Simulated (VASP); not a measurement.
A run of VASP 6.6.1:

The input INCAR:

```
PREC = Accurate ; ENCUT = 520
EDIFF = 1E-6 ; ISMEAR = 0
SIGMA = 0.01 ; LREAL = False
LASPH = True ; NELM = 80
ALGO = Normal ; ISIF = 2
LWAVE = False ; LCHARG = False
GGA = PE ; NBANDS = 26
```

The input KPOINTS:

```
regular mesh
0
Gamma
  6 6 4
```

File POSCAR:

```
AgCl
1.0
    3.9907725160      0.0000000000      0.0000000000
   -1.9953862580      3.4561103796      0.0000000000
    0.0000000000      0.0000000000      6.0732723695
Ag Cl
2 2
Direct
    0.0000000000      0.0000000000      0.0000000000
    0.0000000000      0.0000000000      0.5000000000
    0.3333333333      0.6666666667      0.2500000000
    0.6666666667      0.3333333333      0.7500000000
```

Potentials or basis: VASP PAW PBE potentials, release 64 (Ag, Cl).

Launch:

```console
$ cat potpaw_PBE.64/Ag/POTCAR potpaw_PBE.64/Cl/POTCAR > POTCAR
$ mpirun -np 1 vasp_std > vasp.out
```

Hardware: 1 thread of Intel(R) Xeon(R) 6975P-C (Granite Rapids), on a shared host.

Task: How long does it take, and how much memory?

Result: Run time: 16 s on 1 thread of Intel(R) Xeon(R) 6975P-C (Granite Rapids) (shared host), peak memory 0.21 GiB. Counts: scf iterations 12, k points 21.
